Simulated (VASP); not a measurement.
# W (P6_3/mmc) in VASP: relaxation of cell and atoms with PBE

Aim: the relaxation of cell and atoms of W with PBE.

Program: VASP 6.6.1. These are calculated values, not measurements. Logs are shortened: lines on timing, memory, paths and dates and some standing lists are left out, and cuts for length are marked.

## 1. The cell of the first run

Symmetry: P6_3/mmc, No. 194, hexagonal system. The conventional cell has a = 2.776 Å, b = 2.776 Å, c = 4.950 Å, α = 90.00°, β = 90.00°, γ = 120.00°. Within 3.7 Å of W (site symmetry -6m2) lie 12 W at 2.78 to 2.95 Å.

This isn't the form of W at room conditions, which is bcc.

## 2. Relaxation of cell and atoms, PBE

Contents of INCAR:

```
PREC = Accurate
ENCUT = 600
EDIFF = 1E-6
ISMEAR = -1
SIGMA = 0.05
LREAL = F
LASPH = T
NELM = 60
ALGO = Normal
ISIF = 3
LWAVE = F
LCHARG = F
GGA = PE
IBRION = 2
NSW = 60
EDIFFG = -0.02
```

Contents of KPOINTS:

```
regular mesh
0
Gamma
  19 19 10
```

Contents of POSCAR:

```
W
1.0
    2.7764325729      0.0000000000      0.0000000000
   -1.3882162865      2.4044611401      0.0000000000
    0.0000000000      0.0000000000      4.9503244048
W
2
Direct
    0.3333333333      0.6666666667      0.2500000000
    0.6666666667      0.3333333333      0.7500000000
```

Potentials or basis: VASP PAW PBE potentials, release 64 (W_sv).

Launch:

```sh
$ cat potpaw_PBE.64/W_sv/POTCAR > POTCAR
$ mpirun -np 1 vasp_std > vasp.out
```

OUTCAR:

```text
PREC = Accurate
   ENCUT = 600
   EDIFF = 1E-6
   ISMEAR = -1
   LREAL = F
   LASPH = T
   NELM = 60
   ISIF = 3
   GGA = PE
   IBRION = 2
   NSW = 60
   EDIFFG = -0.02

 ion  position               nearest neighbor table
   1  0.333  0.667  0.250-   2 2.95   2 2.95   2 2.95   2 2.95   2 2.95   2 2.95
   2  0.667  0.333  0.750-   1 2.95   1 2.95   1 2.95   1 2.95   1 2.95   1 2.95

  LATTYP: Found a hexagonal cell.
 ALAT       =     2.7764325729
 C/A-ratio  =     1.7829802363

  Lattice vectors:

 A1 = (   2.7764325729,   0.0000000000,   0.0000000000)
 A2 = (  -1.3882162865,   2.4044611401,   0.0000000000)
 A3 = (   0.0000000000,   0.0000000000,   4.9503244048)

Analysis of symmetry for initial positions (statically):
=====================================================================
 Subroutine PRICEL returns:
 Original cell was already a primitive cell.

 Routine SETGRP: Setting up the symmetry group for a
 hexagonal supercell.

 Subroutine GETGRP returns: Found 24 space group operations
 (whereof 12 operations were pure point group operations)
 out of a pool of 24 trial point group operations.

The static configuration has the point symmetry D_3d.
 The point group associated with its full space group is D_6h.

Analysis of symmetry for dynamics (positions and initial velocities):
=====================================================================
 Subroutine PRICEL returns:
 Original cell was already a primitive cell.

 Routine SETGRP: Setting up the symmetry group for a
 hexagonal supercell.

 Subroutine GETGRP returns: Found 24 space group operations
 (whereof 12 operations were pure point group operations)
 out of a pool of 24 trial point group operations.

The dynamic configuration has the point symmetry D_3d.
 The point group associated with its full space group is D_6h.

 Subroutine INISYM returns: Found 24 space group operations
 (whereof 12 operations are pure point group operations),
 and found     1 'primitive' translations

----------------------------------------------------------------------------------------

                                     Primitive cell

  volume of cell :      33.0475

  direct lattice vectors                    reciprocal lattice vectors
     2.776432573  0.000000000  0.000000000     0.360174423  0.207946800  0.000000000
    -1.388216287  2.404461140  0.000000000     0.000000000  0.415893600  0.000000000
     0.000000000  0.000000000  4.950324405     0.000000000  0.000000000  0.202006963

  length of vectors
     2.776432573  2.776432573  4.950324405     0.415893600  0.415893600  0.202006963

  position of ions in fractional coordinates (direct lattice)
     0.333333333  0.666666667  0.250000000
     0.666666667  0.333333333  0.750000000

  ion indices of the primitive-cell ions
   primitive index   ion index
                 1           1
                 2           2

----------------------------------------------------------------------------------------

 KPOINTS: regular mesh

Automatic generation of k-mesh.
 Grid dimensions read from file:
 generate k-points for:   19   19   10

 Generating k-lattice:

  Cartesian coordinates                     Fractional coordinates (reciprocal lattice)
     0.018956549  0.010944568  0.000000000     0.052631579  0.000000000  0.000000000
     0.000000000  0.021889137  0.000000000     0.000000000  0.052631579  0.000000000
     0.000000000  0.000000000  0.020200696     0.000000000  0.000000000  0.100000000

  Length of vectors
     0.021889137  0.021889137  0.020200696

  Shift w.r.t. Gamma in fractional coordinates (k-lattice)
     0.000000000  0.000000000  0.000000000

 Subroutine IBZKPT returns following result:
 ===========================================

 Found    240 irreducible k-points:

 Following reciprocal coordinates:
            Coordinates               Weight
  0.000000  0.000000  0.000000      1.000000
  0.052632 -0.000000  0.000000      6.000000
  0.105263 -0.000000  0.000000      6.000000
  0.157895 -0.000000  0.000000      6.000000
  0.210526  0.000000  0.000000      6.000000
  0.263158 -0.000000  0.000000      6.000000
[... 16 lines left out ...]
  0.263158  0.105263  0.000000     12.000000
  0.315789  0.105263  0.000000     12.000000
 [... further k-points ...]
   k-points           NKPTS =    240   k-points in BZ     NKDIM =    240   number of bands    NBANDS=     18
   number of dos      NEDOS =    301   number of ions     NIONS =      2
   total plane-waves  NPLWV =  23040
   dimension x,y,z NGX =    24 NGY =   24 NGZ =   40
   dimension x,y,z NGXF=    48 NGYF=   48 NGZF=   80
   ions per type =               2
   NGX,Y,Z   is equivalent  to a cutoff of  14.37, 14.37, 13.43 a.u.
   NGXF,Y,Z  is equivalent  to a cutoff of  28.74, 28.74, 26.87 a.u.
 SYSTEM =  unknown system
   PREC   = accura    normal or accurate (medium, high low for compatibility)
   ISTART =      0    job   : 0-new  1-cont  2-samecut
   ICHARG =      2    charge: 1-file 2-atom 10-const
   ISPIN  =      1    spin polarized calculation?
   LNONCOLLINEAR =      F non collinear calculations
   LSORBIT =      F    spin-orbit coupling
   LASPH  =      T    aspherical Exc in radial PAW
   ENCUT  =  600.0 eV  44.10 Ry    6.64 a.u.   5.55  5.55  9.89*2*pi/ulx,y,z
   NELM   =     60;   NELMIN=  2; NELMDL= -5     # of ELM steps
   EDIFF  = 0.1E-05   stopping-criterion for ELM
   LREAL  =      F    real-space projection
   EDIFFG = -.2E-01   stopping-criterion for IOM
   NSW    =     60    number of steps for IOM
   IBRION =      2    ionic relax: 0-MD 1-quasi-New 2-CG
   NFREE  =      1    steps in history (QN), initial steepest desc. (CG)
   ISIF   =      3    stress and relaxation
   ISYM   =      2    0-nonsym 1-usesym 2-fastsym
   POTIM  = 0.5000    time-step for ionic-motion
   TEBEG  =    0.0;   TEEND  =   0.0 temperature during run
   PSTRESS=    0.0 pullay stress
   NELECT =      28.0000    total number of electrons
   NUPDOWN=      -1.0000    fix difference up-down
   EMIN   =  10.00;   EMAX   =-10.00  energy-range for DOS
   EFERMI =   0.00;   METHOD = LEGACY
   ISMEAR =    -1;   SIGMA  =   0.05  broadening in eV -4-tet -1-fermi 0-gaus
   EFERMI_NEDOS =   21; number of points for ismear=-14 and -15
   IALGO  =     38    algorithm
   IMIX   =      4    mixing-type and parameters
     AMIX     =   0.40;   BMIX     =  1.00
     AMIX_MAG =   1.60;   BMIX_MAG =  1.00
  volume/ion in A,a.u.               =      16.52       111.51
  Fermi-wavevector in a.u.,A,eV,Ry     =   1.549107  2.927387 32.650329  2.399731
  Thomas-Fermi vector in A             =   2.653961
   LORBIT       =      0    0 simple, 1 ext, 2 COOP (PROOUT), +10 PAW based schemes
   GGA     = PE    functional components
   LHFCALC =     F    Hartree Fock is set to
   AEXX    =    0.0000 exact exchange contribution
   IVDW    =     0    specifies the selected vdW correction
   LEPSILON=     F    determine dielectric tensor
   LRPA    =     F    only Hartree local field effects (RPA)
 conjugate gradient relaxation of ions
 non-spin polarized calculation
  energy-cutoff  :      600.00
  volume of cell :       33.05
 maximum number of plane-waves:      1129
 NGX is ok and might be reduce to    24
   NGX = 11   NGY = 11   NGZ = 19

--------------------------------------- Ionic step        1  -------------------------------------------

 number of electron      28.0000002 magnetization

 Free energy of the ion-electron system (eV)
  ---------------------------------------------------
  ext. energy  EPLUGINS =         0.00000000
  ---------------------------------------------------
  free energy    TOTEN  =       -24.91767931 eV

  energy without entropy =      -24.90057147  energy(sigma->0) =      -24.90912539

------------------------ aborting loop because EDIFF is reached ----------------------------------------

  FORCE on cell =-STRESS in cart. coord.  units (eV):
  Direction    XX          YY          ZZ          XY          YZ          ZX
  --------------------------------------------------------------------------------------
  -------------------------------------------------------------------------------------
  Total        0.1087667      0.1087667      0.0749146     -0.0000000      0.0000000      0.0000000
  in kB        5.2731234      5.2731234      3.6319401     -0.0000000      0.0000000      0.0000000
  external PRESSURE =       4.7260623 kB  Pullay stress =       0.0000000 kB
[... 57 lines left out ...]
  energy  without entropy=      -24.8997368893  energy(sigma->0) =      -24.90834625

--------------------------------------- Ionic step        3  -------------------------------------------

 number of electron      28.0000002 magnetization

 Free energy of the ion-electron system (eV)
  ---------------------------------------------------
  ext. energy  EPLUGINS =         0.00000000
  ---------------------------------------------------
  free energy    TOTEN  =       -24.91778161 eV

  energy without entropy =      -24.90064586  energy(sigma->0) =      -24.90921373

 E-fermi :  10.4580     XC(G=0): -13.3788

 val. band max:       10.4563111664   @ k =   0.3684   0.1053   0.1000
 cond. band min:      10.4697833963   @ k =   0.2632   0.1579   0.0000
 fundamental gap:      0.0134722299
 Fermi energy:        10.4580104040

 k-point     1 :       0.0000    0.0000    0.0000
  band No.  band energies     occupation
      1     -63.3198      2.00000
      2     -63.2516      2.00000
      3     -28.0229      2.00000
      4     -27.1373      2.00000
      5     -26.9436      2.00000
      6     -26.9436      2.00000
[... 10 lines left out ...]
     17      12.4668      0.00000
     18      12.4668      0.00000
[... 466 lines left out ...]
      2     -63.1836      2.00000
      3     -27.8735      2.00000
      4     -27.7740      2.00000
      5     -27.6475      2.00000
      6     -27.2558      2.00000
[... 10 lines left out ...]
     17      14.6709      0.00000
     18      14.6970      0.00000

 [... further k-points ...]

------------------------ aborting loop because EDIFF is reached ----------------------------------------

  FORCE on cell =-STRESS in cart. coord.  units (eV):
  Direction    XX          YY          ZZ          XY          YZ          ZX
  --------------------------------------------------------------------------------------
  -------------------------------------------------------------------------------------
  Total        0.0037081      0.0037081      0.0054197     -0.0000000      0.0000000      0.0000000
  in kB        0.1794495      0.1794495      0.2622813     -0.0000000      0.0000000      0.0000000
  external PRESSURE =       0.2070601 kB  Pullay stress =       0.0000000 kB
[... 17 lines left out ...]
  FREE ENERGIE OF THE ION-ELECTRON SYSTEM (eV)
  ---------------------------------------------------
  free  energy   TOTEN  =       -24.9177816085 eV

  energy  without entropy=      -24.9006458559  energy(sigma->0) =      -24.90921373

 reached required accuracy - stopping structural energy minimisation
```

Wall time 2.5 min (1 thread of Intel Xeon Platinum 8488C (Sapphire Rapids), shared host); peak memory 0.28 GiB.

What came out:

* Free energy: -24.9178 eV
* Relaxed volume: 16.55 Å³/atom
* Relaxed cell: a = 2.778 Å, b = 2.778 Å, c = 4.953 Å, α = 90.00°, β = 90.00°, γ = 120.00°
* Space group after relaxing (to 0.1 Å): P6_3/mmc (No. 194)
* Energy gained by relaxing: 0.1 meV/atom
* Ionic steps: 3
* Pressure after relaxing: 0.0 GPa
* Band gap on the k mesh: zero (bands 14 and 15 overlap by 1.73 eV)

Step by step:
```tsv
step	energy change (eV)	largest force (eV/Å)	pressure (GPa)	volume (Å³)
1	0.0000	0.0000	0.47	33.05
2	0.0007	0.0000	-1.48	33.28
3	-0.0001	0.0000	0.02	33.11
```

Final structure:
```
W
1.0
     2.77830    0.00000    0.00000
    -1.38915    2.40607    0.00000
     0.00000    0.00000    4.95261
W
2
Direct
  0.33333 0.66667 0.25000
  0.66667 0.33333 0.75000
```

Levels at points of the mesh, in eV from the Fermi level:
| k point | band 10 | band 11 | band 12 | band 13 | band 14 | band 15 | band 16 | band 17 | band 18 |
| --- | --- | --- | --- | --- | --- | --- | --- | --- | --- |
| (0.00, 0.00, 0.00) | -5.85 | -1.67 | -0.41 | -0.41 | -0.31 | 0.16 | 0.16 | 2.01 | 2.01 |
| (0.00, 0.00, 0.50) | -7.10 | -2.11 | -2.11 | -0.37 | -0.37 | -0.37 | -0.37 | 3.49 | 3.49 |

Caveat: spin-orbit coupling is left out, which moves the levels of the heavy elements.
